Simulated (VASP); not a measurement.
# SiSb2Cl2 (I4/mmm) in VASP: notebook

Runs on SiSb2Cl2. Level: PBE. Tasks: single point.

Everything below comes from runs of VASP 6.6.1. Logs are shortened: lines on timing, memory, paths and dates and some standing lists are left out, and cuts for length are marked.

## Step 1: The cell of the first run

It takes space group I4/mmm (No. 139, tetragonal). The conventional cell has a = 4.505 Å, b = 4.505 Å, c = 11.820 Å, α = 90.00°, β = 90.00°, γ = 90.00°. Within 4.6 Å of Si (site symmetry 4/mmm) lie 10 Cl at 3.52 to 4.42 Å and 8 Sb at 3.72 Å and 4 Si at 4.51 Å. Sb (site symmetry -4m2) has 4 Cl at 2.69 Å and 4 Sb at 3.19 Å within 3.5 Å. Cl (site symmetry 4mm) has 4 Sb at 2.69 Å and 1 Cl at 2.98 Å within 3.5 Å.

## Step 2: Single point, PBE

The input, INCAR:

```
  PREC = Accurate
  ENCUT = 520
  EDIFF = 1E-6
  ISMEAR = 0
  SIGMA = 0.1
  LREAL = False
  LASPH = True
  NELM = 100
  ALGO = Normal
  ISIF = 2
  LWAVE = False
  LCHARG = False
  GGA = PE
  NBANDS = 22
```

The input, KPOINTS:

```
regular mesh
0
Gamma
  6 6 6
```

The input, POSCAR:

```
SiSb2Cl2
1.0
   -2.2525198446      2.2525198446      5.9100768200
    2.2525198446     -2.2525198446      5.9100768200
    2.2525198446      2.2525198446     -5.9100768200
Si Sb Cl
1 2 2
Direct
    0.0000000000      0.0000000000      0.0000000000
    0.2500000000      0.7500000000      0.5000000000
    0.7500000000      0.2500000000      0.5000000000
    0.6260000000      0.6260000000      0.0000000000
    0.3740000000      0.3740000000      0.0000000000
```

Potentials or basis: VASP PAW PBE potentials, release 64 (Si, Sb, Cl).

The run is started by

```console
$ cat potpaw_PBE.64/Si/POTCAR potpaw_PBE.64/Sb/POTCAR potpaw_PBE.64/Cl/POTCAR > POTCAR
$ mpirun -np 1 vasp_std > vasp.out
```

OUTCAR:

```text
PREC = Accurate
   ENCUT = 520
   EDIFF = 1E-6
   ISMEAR = 0
   LREAL = False
   LASPH = True
   NELM = 100
   ISIF = 2
   GGA = PE

 ion  position               nearest neighbor table
   1  0.000  0.000  0.000-
   2  0.250  0.750  0.500-   5 2.69   4 2.69   5 2.69   4 2.69   3 3.19   3 3.19   3 3.19   3 3.19

   3  0.750  0.250  0.500-   5 2.69   4 2.69   5 2.69   4 2.69   2 3.19   2 3.19   2 3.19   2 3.19

   4  0.626  0.626  0.000-   2 2.69   3 2.69   2 2.69   3 2.69
   5  0.374  0.374  0.000-   2 2.69   3 2.69   2 2.69   3 2.69

  LATTYP: Found a body centered tetragonal cell.
 ALAT       =     4.5050396892
 C/A-ratio  =     2.6237623762

  Lattice vectors:

 A1 = (  -2.2525198446,   2.2525198446,   5.9100768200)
 A2 = (   2.2525198446,  -2.2525198446,   5.9100768200)
 A3 = (   2.2525198446,   2.2525198446,  -5.9100768200)

Analysis of symmetry for initial positions (statically):
=====================================================================
 Subroutine PRICEL returns:
 Original cell was already a primitive cell.

 Routine SETGRP: Setting up the symmetry group for a
 body centered tetragonal supercell.

 Subroutine GETGRP returns: Found 16 space group operations
 (whereof 16 operations were pure point group operations)
 out of a pool of 16 trial point group operations.

The static configuration has the point symmetry D_4h.

Analysis of symmetry for dynamics (positions and initial velocities):
=====================================================================
 Subroutine PRICEL returns:
 Original cell was already a primitive cell.

 Routine SETGRP: Setting up the symmetry group for a
 body centered tetragonal supercell.

 Subroutine GETGRP returns: Found 16 space group operations
 (whereof 16 operations were pure point group operations)
 out of a pool of 16 trial point group operations.

The dynamic configuration has the point symmetry D_4h.

 Subroutine INISYM returns: Found 16 space group operations
 (whereof 16 operations are pure point group operations),
 and found     1 'primitive' translations

----------------------------------------------------------------------------------------

                                     Primitive cell

  volume of cell :     119.9473

  direct lattice vectors                    reciprocal lattice vectors
    -2.252519845  2.252519845  5.910076820     0.000000000  0.221973627  0.084601269
     2.252519845 -2.252519845  5.910076820     0.221973627  0.000000000  0.084601269
     2.252519845  2.252519845 -5.910076820     0.221973627  0.221973627  0.000000000

  length of vectors
     6.713918328  6.713918328  6.713918328     0.237549291  0.237549291  0.313918114

  position of ions in fractional coordinates (direct lattice)
     0.000000000  0.000000000  0.000000000
     0.250000000  0.750000000  0.500000000
     0.750000000  0.250000000  0.500000000
     0.626000000  0.626000000  0.000000000
     0.374000000  0.374000000  0.000000000

  ion indices of the primitive-cell ions
   primitive index   ion index
                 1           1
                 2           2
                 3           3
                 4           4
                 5           5

----------------------------------------------------------------------------------------

 KPOINTS: regular mesh

Automatic generation of k-mesh.
 Grid dimensions read from file:
 generate k-points for:    6    6    6

 Generating k-lattice:

  Cartesian coordinates                     Fractional coordinates (reciprocal lattice)
     0.000000000  0.036995605  0.014100212     0.166666667  0.000000000 -0.000000000
     0.036995605  0.000000000  0.014100212     0.000000000  0.166666667 -0.000000000
     0.036995605  0.036995605  0.000000000     0.000000000  0.000000000  0.166666667

  Length of vectors
     0.039591549  0.039591549  0.052319686

  Shift w.r.t. Gamma in fractional coordinates (k-lattice)
     0.000000000  0.000000000  0.000000000

 Subroutine IBZKPT returns following result:
 ===========================================

 Found     30 irreducible k-points:

 Following reciprocal coordinates:
            Coordinates               Weight
  0.000000  0.000000  0.000000      1.000000
  0.166667  0.000000 -0.000000      8.000000
  0.333333  0.000000 -0.000000      8.000000
  0.500000  0.000000  0.000000      4.000000
  0.166667  0.166667  0.000000      8.000000
  0.333333  0.166667  0.000000     16.000000
[... 16 lines left out ...]
 -0.333333 -0.333333  0.166667      8.000000
 -0.166667 -0.333333  0.166667      8.000000
 [... further k-points ...]
   k-points           NKPTS =     30   k-points in BZ     NKDIM =     30   number of bands    NBANDS=     22
   number of dos      NEDOS =    301   number of ions     NIONS =      5
   total plane-waves  NPLWV = 125000
   dimension x,y,z NGX =    50 NGY =   50 NGZ =   50
   dimension x,y,z NGXF=   100 NGYF=  100 NGZF=  100
   ions per type =               1   2   2
   NGX,Y,Z   is equivalent  to a cutoff of  12.38, 12.38, 12.38 a.u.
   NGXF,Y,Z  is equivalent  to a cutoff of  24.76, 24.76, 24.76 a.u.
 SYSTEM =  unknown system
   PREC   = accura    normal or accurate (medium, high low for compatibility)
   ISTART =      0    job   : 0-new  1-cont  2-samecut
   ICHARG =      2    charge: 1-file 2-atom 10-const
   ISPIN  =      1    spin polarized calculation?
   LNONCOLLINEAR =      F non collinear calculations
   LSORBIT =      F    spin-orbit coupling
   LASPH  =      T    aspherical Exc in radial PAW
   ENCUT  =  520.0 eV  38.22 Ry    6.18 a.u.  12.48 12.48 12.48*2*pi/ulx,y,z
   NELM   =    100;   NELMIN=  2; NELMDL= -5     # of ELM steps
   EDIFF  = 0.1E-05   stopping-criterion for ELM
   LREAL  =      F    real-space projection
   EDIFFG = 0.1E-04   stopping-criterion for IOM
   NSW    =      0    number of steps for IOM
   IBRION =     -1    ionic relax: 0-MD 1-quasi-New 2-CG
   NFREE  =      0    steps in history (QN), initial steepest desc. (CG)
   ISIF   =      2    stress and relaxation
   ISYM   =      2    0-nonsym 1-usesym 2-fastsym
   POTIM  = 0.5000    time-step for ionic-motion
   TEBEG  =    0.0;   TEEND  =   0.0 temperature during run
   PSTRESS=    0.0 pullay stress
   NELECT =      28.0000    total number of electrons
   NUPDOWN=      -1.0000    fix difference up-down
   EMIN   =  10.00;   EMAX   =-10.00  energy-range for DOS
   EFERMI =   0.00;   METHOD = LEGACY
   ISMEAR =     0;   SIGMA  =   0.10  broadening in eV -4-tet -1-fermi 0-gaus
   EFERMI_NEDOS =   21; number of points for ismear=-14 and -15
   IALGO  =     38    algorithm
   IMIX   =      4    mixing-type and parameters
     AMIX     =   0.40;   BMIX     =  1.00
     AMIX_MAG =   1.60;   BMIX_MAG =  1.00
  volume/ion in A,a.u.               =      23.99       161.89
  Fermi-wavevector in a.u.,A,eV,Ry     =   1.008008  1.904859 13.824614  1.016080
  Thomas-Fermi vector in A             =   2.140848
   LORBIT       =      0    0 simple, 1 ext, 2 COOP (PROOUT), +10 PAW based schemes
   GGA     = PE    functional components
   LHFCALC =     F    Hartree Fock is set to
   AEXX    =    0.0000 exact exchange contribution
   IVDW    =     0    specifies the selected vdW correction
   LEPSILON=     F    determine dielectric tensor
   LRPA    =     F    only Hartree local field effects (RPA)
 non-spin polarized calculation
 Gauss-broadening in eV      SIGMA  =   0.10
  energy-cutoff  :      520.00
  volume of cell :      119.95
 maximum number of plane-waves:      3252
 NGX is ok and might be reduce to    50
   NGX = 25   NGY = 25   NGZ = 25

 number of electron      28.0000002 magnetization

 Free energy of the ion-electron system (eV)
  ---------------------------------------------------
  ext. energy  EPLUGINS =         0.00000000
  ---------------------------------------------------
  free energy    TOTEN  =       -12.18150252 eV

  energy without entropy =      -12.15397506  energy(sigma->0) =      -12.16773879

 E-fermi :   6.4462     XC(G=0):  -9.6553

 val. band max:        6.4384583942   @ k =  -0.3333   0.3333   0.0000
 cond. band min:       6.4479128123   @ k =  -0.3333   0.3333   0.0000
 fundamental gap:      0.0094544181
 Fermi energy:         6.4462126464

 k-point     1 :       0.0000    0.0000    0.0000
  band No.  band energies     occupation
      1     -11.1115      2.00000
      2     -10.1311      2.00000
      3      -4.0977      2.00000
      4      -0.8041      2.00000
      5      -0.5945      2.00000
      6      -0.2510      2.00000
[... 14 lines left out ...]
     21      11.5608      0.00000
     22      12.4535      0.00000

 k-point     2 :       0.1667    0.0000   -0.0000
  band No.  band energies     occupation
      1     -11.0258      2.00000
      2     -10.1556      2.00000
      3      -4.1010      2.00000
      4      -2.0673      2.00000
      5      -0.6805      2.00000
      6      -0.1336      2.00000
[... 14 lines left out ...]
     21      12.2700      0.00000
     22      12.6548      0.00000

 k-point     3 :       0.3333    0.0000   -0.0000
  band No.  band energies     occupation
      1     -10.8108      2.00000
      2     -10.2443      2.00000
      3      -4.0814      2.00000
      4      -3.2204      2.00000
      5      -0.5967      2.00000
      6       0.1788      2.00000
[... 14 lines left out ...]
     21      12.0033      0.00000
     22      13.1400      0.00000
[... 476 lines left out ...]
 k-point    23 :      -0.3333   -0.3333    0.1667
  band No.  band energies     occupation
      1     -10.8078      2.00000
      2     -10.3520      2.00000
      3      -3.9037      2.00000
      4      -2.5475      2.00000
      5      -1.3311      2.00000
      6       0.4280      2.00000
[... 14 lines left out ...]
     21      12.6300      0.00000
     22      12.7072      0.00000

 k-point    24 :      -0.1667   -0.3333    0.1667
  band No.  band energies     occupation
      1     -10.9412      2.00000
      2     -10.2747      2.00000
      3      -3.9497      2.00000
      4      -2.1552      2.00000
      5      -0.6854      2.00000
      6      -0.2209      2.00000
[... 14 lines left out ...]
     21      12.3474      0.00000
     22      12.6935      0.00000

 [... further k-points ...]
[... 5 lines left out ...]
  --------------------------------------------------------------------------------------
  -------------------------------------------------------------------------------------
  Total        9.7627049      9.7627049      4.9885368      0.0000000      0.0000000      0.0000000
  in kB      130.4038384    130.4038384     66.6336177      0.0000000      0.0000000      0.0000000
  external PRESSURE =     109.1470981 kB  Pullay stress =       0.0000000 kB

 VOLUME and BASIS-vectors are now :
 -----------------------------------------------------------------------------
  energy-cutoff  :      520.00
  volume of cell :      119.95
      direct lattice vectors                 reciprocal lattice vectors
    -2.252519845  2.252519845  5.910076820     0.000000000  0.221973627  0.084601269
     2.252519845 -2.252519845  5.910076820     0.221973627  0.000000000  0.084601269
     2.252519845  2.252519845 -5.910076820     0.221973627  0.221973627  0.000000000

 POSITION                                       TOTAL-FORCE (eV/Angst)
 -----------------------------------------------------------------------------------
      0.00000      0.00000      0.00000         0.000000      0.000000     -0.000000
      2.25252      0.00000      2.95504         0.000000      0.000000      0.000000
      0.00000      2.25252      2.95504         0.000000      0.000000      0.000000
      0.00000      0.00000      7.39942        -0.000000     -0.000000     -2.997935
      0.00000      0.00000      4.42074         0.000000      0.000000      2.997935
 -----------------------------------------------------------------------------------
    total drift:                               -0.000000     -0.000000     -0.000000

  FREE ENERGIE OF THE ION-ELECTRON SYSTEM (eV)
  ---------------------------------------------------
  free  energy   TOTEN  =       -12.1815025232 eV

  energy  without entropy=      -12.1539750556  energy(sigma->0) =      -12.16773879
```

Wall time 64 s (1 thread of Intel Xeon 6975P-C (Granite Rapids), shared host); peak memory 0.38 GiB.

Results:

| Property | Result |
| --- | --- |
| Free energy | -12.1815 eV |
| Pressure | 10.9 GPa |
| Largest force | 2.998 eV/Å |
| Band gap on the k mesh | zero (band 14 reaches 6.68 eV, above the bottom of band 15 at 6.12 eV) |

Forces on the atoms (eV/Å):
```
Si   0.000  0.000  0.000
Sb   0.000  0.000  0.000
Sb   0.000  0.000  0.000
Cl   0.000  0.000 -2.998
Cl   0.000  0.000  2.998
```

Caveat: spin-orbit coupling is left out, which moves the levels of the heavy elements; forces of over 1 eV/Å act on the atoms, so gaps and moduli don't describe the material at rest.

## Step 3: Single point, PBE

This run uses another cell than the first one, of 33.16 Å³/atom, 1.382 times its volume.

The input, INCAR:

```
PREC = Accurate ; ENCUT = 520
EDIFF = 1E-6 ; ISMEAR = 0
SIGMA = 0.1 ; LREAL = False
LASPH = True ; NELM = 100
ALGO = Normal ; ISIF = 2
LWAVE = False ; LCHARG = False
GGA = PE ; NBANDS = 22
```

The input, KPOINTS:

```
Automatic mesh
0
Gamma
  6 6 6
```

The input, POSCAR:

```
SiSb2Cl2
1.0
   -1.9629759451      1.9629759451     10.7557618054
    1.9629759451     -1.9629759451     10.7557618054
    1.9629759451      1.9629759451    -10.7557618054
Si Sb Cl
1 2 2
Direct
    0.0000000000      0.0000000000      0.0000000000
    0.2500000000      0.7500000000      0.5000000000
    0.7500000000      0.2500000000      0.5000000000
    0.5703673617      0.5703673617      0.0000000000
    0.4296326383      0.4296326383      0.0000000000
```

Potentials or basis: VASP PAW PBE potentials, release 64 (Si, Sb, Cl).

The run is started by

```console
$ cat potpaw_PBE.64/Si/POTCAR potpaw_PBE.64/Sb/POTCAR potpaw_PBE.64/Cl/POTCAR > POTCAR
$ mpirun -np 1 vasp_std > vasp.out
```

Wall time 7.7 min (1 thread of Intel Xeon 6975P-C (Granite Rapids), shared host); peak memory 1.1 GiB.

The run converged. Its results:

| Quantity | Value |
| --- | --- |
| Free energy | -15.4875 eV |
| Pressure | 0.1 GPa |
| Largest force | 0.012 eV/Å |
| Band gap on the k mesh | zero (band 14 reaches 3.59 eV, above the bottom of band 15 at 2.38 eV) |

Forces on the atoms (eV/Å):
```
Si   0.000  0.000  0.000
Sb   0.000  0.000  0.000
Sb   0.000  0.000  0.000
Cl   0.000  0.000  0.012
Cl   0.000  0.000 -0.012
```

Stress tensor (GPa, compression positive):
```
0.08 0.00 0.00
0.00 0.08 0.00
0.00 0.00 0.22
```

Levels at points of the mesh, in eV from the Fermi level:
| k point | band 11 | band 12 | band 13 | band 14 | band 15 | band 16 | band 17 | band 18 |
| --- | --- | --- | --- | --- | --- | --- | --- | --- |
| (0.00, 0.00, 0.00) | -2.92 | -2.49 | -2.49 | -1.86 | -0.13 | 1.84 | 1.84 | 3.32 |
| (0.50, 0.00, 0.00) | -2.02 | -0.92 | -0.72 | 0.12 | 0.17 | 0.17 | 0.95 | 1.42 |
| (0.50, 0.50, 0.00) | -3.38 | -3.36 | -1.77 | -0.15 | -0.04 | 0.05 | 0.91 | 1.00 |
| (0.50, 0.50, 0.50) | -2.75 | -2.50 | -2.50 | -2.15 | -0.23 | 1.84 | 1.84 | 3.30 |

Caveat: the k points lie up to 0.38 Å⁻¹ apart; spin-orbit coupling is left out, which moves the levels of the heavy elements.
